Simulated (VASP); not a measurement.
# AlGeSbH2 (P-1) in VASP: single point with PBE

Aim: the single point of AlGeSbH2 with PBE.

All numbers are computed with VASP 6.6.1; they aren't measurements. Logs are shortened: lines on timing, memory, paths and dates and some standing lists are left out, and cuts for length are marked.

### Step 1. The cell of the first run

The typed cell holds 5 atoms: a = 3.727 Å, b = 4.305 Å, c = 6.153 Å, α = 65.42°, β = 69.68°, γ = 74.90°.

The cell was built from a structure type or drawn by symmetry, and may not be a known phase.

### Step 2. Single point, PBE

File INCAR:

```
SYSTEM = AlGeSbH2
PREC = Accurate ; ENCUT = 500
EDIFF = 1E-6 ; ISMEAR = 0
SIGMA = 0.15 ; LREAL = .FALSE.
LASPH = .TRUE. ; NELM = 120
ALGO = Normal ; ISIF = 2
LWAVE = .FALSE. ; LCHARG = .FALSE.
GGA = PE ; NBANDS = 20
GGA_COMPAT = .FALSE.
```

File KPOINTS:

```
Automatic mesh
0
G
  3 3 2
  0 0 0
```

File POSCAR:

```
AlGeSbH2
1.0
    3.7218583707      0.1510801189      0.1154697018
    0.9452351243      4.1930006366      0.2347778368
    1.8902967150      1.8912076717      5.5411127176
Al Ge Sb H
1 1 1 2
Direct
    0.5000000000      0.5000000000      0.0000000000
    0.0000000000      0.0000000000      0.0000000000
    0.0000000000      0.5000000000      0.5000000000
    0.0000000000      0.0000000000      0.5000000000
    0.0000000000      0.5000000000      0.0000000000
```

Potentials or basis: VASP PAW PBE potentials, release 64 (Al, Ge_d, Sb, H).

Run with:

```console
> cat potpaw_PBE.64/Al/POTCAR potpaw_PBE.64/Ge_d/POTCAR potpaw_PBE.64/Sb/POTCAR potpaw_PBE.64/H/POTCAR > POTCAR
> mpirun -np 1 vasp_std > vasp.out
```

OUTCAR:

```text
SYSTEM = AlGeSbH2
   PREC = Accurate
   ENCUT = 500
   EDIFF = 1E-6
   ISMEAR = 0
   LREAL = .FALSE.
   LASPH = .TRUE.
   NELM = 120
   ISIF = 2
   GGA = PE

 ion  position               nearest neighbor table
   1  0.500  0.500  0.000-   5 1.86   5 1.86   2 2.45   2 2.45   3 2.99   3 2.99
   2  0.000  0.000  0.000-   1 2.45   1 2.45   3 2.93   3 2.93
   3  0.000  0.500  0.500-   4 2.15   4 2.15   2 2.93   2 2.93   1 2.99   1 2.99
   4  0.000  0.000  0.500-   3 2.15   3 2.15
   5  0.000  0.500  0.000-   1 1.86   1 1.86

  LATTYP: Found a triclinic cell.
 ALAT       =     3.7267127855
 B/A-ratio  =     2.1054051441
 C/A-ratio  =     2.0044613426
 COS(alpha) =     0.0092853198
 COS(beta)  =     0.6347536235
 COS(gamma) =     0.6776792655

  Lattice vectors:

 A1 = (  -3.7218583707,  -0.1510801189,  -0.1154697018)
 A2 = (  -5.5534200264,   1.5890474339,   5.3101733140)
 A3 = (  -4.6669199614,   2.1507128460,  -5.4218045826)

Analysis of symmetry for initial positions (statically):
=====================================================================
 Subroutine PRICEL returns:
 Original cell was already a primitive cell.

 Routine SETGRP: Setting up the symmetry group for a
 triclinic supercell.

 Subroutine GETGRP returns: Found  2 space group operations
 (whereof  2 operations were pure point group operations)
 out of a pool of  2 trial point group operations.

The static configuration has the point symmetry S_2 .

Analysis of symmetry for dynamics (positions and initial velocities):
=====================================================================
 Subroutine PRICEL returns:
 Original cell was already a primitive cell.

 Routine SETGRP: Setting up the symmetry group for a
 triclinic supercell.

 Subroutine GETGRP returns: Found  2 space group operations
 (whereof  2 operations were pure point group operations)
 out of a pool of  2 trial point group operations.

The dynamic configuration has the point symmetry S_2 .

 Subroutine INISYM returns: Found  2 space group operations
 (whereof  2 operations are pure point group operations),
 and found     1 'primitive' translations

----------------------------------------------------------------------------------------

                                     Primitive cell
[... 79 lines left out ...]
   LASPH  =      T    aspherical Exc in radial PAW
   ENCUT  =  500.0 eV  36.75 Ry    6.06 a.u.   6.79  7.85 11.22*2*pi/ulx,y,z
   NELM   =    120;   NELMIN=  2; NELMDL= -5     # of ELM steps
   EDIFF  = 0.1E-05   stopping-criterion for ELM
   LREAL  =      F    real-space projection
   EDIFFG = 0.1E-04   stopping-criterion for IOM
   NSW    =      0    number of steps for IOM
   IBRION =     -1    ionic relax: 0-MD 1-quasi-New 2-CG
   NFREE  =      0    steps in history (QN), initial steepest desc. (CG)
   ISIF   =      2    stress and relaxation
   ISYM   =      2    0-nonsym 1-usesym 2-fastsym
   POTIM  = 0.5000    time-step for ionic-motion
   TEBEG  =    0.0;   TEEND  =   0.0 temperature during run
   PSTRESS=    0.0 pullay stress
   NELECT =      24.0000    total number of electrons
   NUPDOWN=      -1.0000    fix difference up-down
   EMIN   =  10.00;   EMAX   =-10.00  energy-range for DOS
   EFERMI =   0.00;   METHOD = LEGACY
   ISMEAR =     0;   SIGMA  =   0.15  broadening in eV -4-tet -1-fermi 0-gaus
   EFERMI_NEDOS =   21; number of points for ismear=-14 and -15
   IALGO  =     38    algorithm
   IMIX   =      4    mixing-type and parameters
     AMIX     =   0.40;   BMIX     =  1.00
     AMIX_MAG =   1.60;   BMIX_MAG =  1.00
  volume/ion in A,a.u.               =      16.68       112.55
  Fermi-wavevector in a.u.,A,eV,Ry     =   1.080881  2.042570 15.895748  1.168304
  Thomas-Fermi vector in A             =   2.216884
   LORBIT       =      0    0 simple, 1 ext, 2 COOP (PROOUT), +10 PAW based schemes
   GGA     = PE    functional components
   LHFCALC =     F    Hartree Fock is set to
   AEXX    =    0.0000 exact exchange contribution
   IVDW    =     0    specifies the selected vdW correction
   LEPSILON=     F    determine dielectric tensor
   LRPA    =     F    only Hartree local field effects (RPA)
 non-spin polarized calculation
 Gauss-broadening in eV      SIGMA  =   0.15
  energy-cutoff  :      500.00
  volume of cell :       83.39
 maximum number of plane-waves:      2131
   NGX = 13   NGY = 15   NGZ = 23

 number of electron      24.0000010 magnetization

 Free energy of the ion-electron system (eV)
  ---------------------------------------------------
  ext. energy  EPLUGINS =         0.00000000
  ---------------------------------------------------
  free energy    TOTEN  =       -16.80416120 eV

  energy without entropy =      -16.79034592  energy(sigma->0) =      -16.79725356

 E-fermi :   5.0563     XC(G=0):  -9.4928

 val. band max:        4.7123342411   @ k =   0.0000  -0.0000   0.5000
 cond. band min:       5.0866122336   @ k =   0.3333   0.3333   0.0000
 fundamental gap:      0.3742779925
 Fermi energy:         5.0562631434

 k-point     1 :       0.0000    0.0000    0.0000
  band No.  band energies     occupation
      1     -19.7030      2.00000
      2     -19.6981      2.00000
      3     -19.6343      2.00000
      4     -19.6011      2.00000
      5     -19.5762      2.00000
      6      -6.8898      2.00000
[... 219 lines left out ...]
     19      11.1775      0.00000
     20      12.7008      0.00000

------------------------ aborting loop because EDIFF is reached ----------------------------------------

  FORCE on cell =-STRESS in cart. coord.  units (eV):
  Direction    XX          YY          ZZ          XY          YZ          ZX
  --------------------------------------------------------------------------------------
  -------------------------------------------------------------------------------------
  Total       -0.0620480     -0.2086938     -0.0065088      0.0378520      0.0878831     -0.0556625
  in kB       -1.1921653     -4.0097609     -0.1250580      0.7272734      1.6885508     -1.0694772
  external PRESSURE =      -1.7756614 kB  Pullay stress =       0.0000000 kB

 VOLUME and BASIS-vectors are now :
 -----------------------------------------------------------------------------
  energy-cutoff  :      500.00
  volume of cell :       83.39
      direct lattice vectors                 reciprocal lattice vectors
     3.721858371  0.151080119  0.115469702     0.273300415 -0.057488794 -0.073612585
     0.945235124  4.193000637  0.234777837    -0.007420462  0.244700123 -0.080985877
     1.890296715  1.891207672  5.541112718    -0.005380825 -0.009169991  0.185434544

 POSITION                                       TOTAL-FORCE (eV/Angst)
 -----------------------------------------------------------------------------------
      2.33355      2.17204      0.17512        -0.000000     -0.000000      0.000000
      0.00000      0.00000      0.00000         0.000000     -0.000000     -0.000000
      1.41777      3.04210      2.88795        -0.000000     -0.000000     -0.000000
      0.94515      0.94560      2.77056        -0.000000     -0.000000     -0.000000
      0.47262      2.09650      0.11739        -0.000000      0.000000     -0.000000
 -----------------------------------------------------------------------------------
    total drift:                                0.000000     -0.000000     -0.000000

  FREE ENERGIE OF THE ION-ELECTRON SYSTEM (eV)
  ---------------------------------------------------
  free  energy   TOTEN  =       -16.8041611985 eV

  energy  without entropy=      -16.7903459229  energy(sigma->0) =      -16.79725356
```

stdout:

```text
POSCAR found type information on POSCAR AlGeSbH
 POSCAR found :  4 types and       5 ions
 scaLAPACK will be used
 LDA part: xc-table for (Slater+PW92), standard interpolation
 POSCAR, INCAR and KPOINTS ok, starting setup
 FFT: planning ... GRIDC
 FFT: planning ... GRID_SOFT
 FFT: planning ... GRID
 WAVECAR not read
 entering main loop
```

Run time: 17 s. Hardware: 1 thread of Intel Xeon Platinum 8259CL at 2.50GHz (Skylake/Cascade Lake), shared host; peak memory 0.21 GiB.

Results:

* Free energy: -16.8042 eV
* Pressure: -0.2 GPa
* Band gap on the k mesh: zero (bands 12 and 13 overlap by 2.12 eV)

Stress tensor (GPa, compression positive):
```
-0.12  0.07 -0.11
 0.07 -0.40  0.17
-0.11  0.17 -0.01
```

Caveat: the k points lie up to 0.60 Å⁻¹ apart, too coarse for converged energies and pressures of a metal; spin-orbit coupling is left out, which moves the levels of the heavy elements.
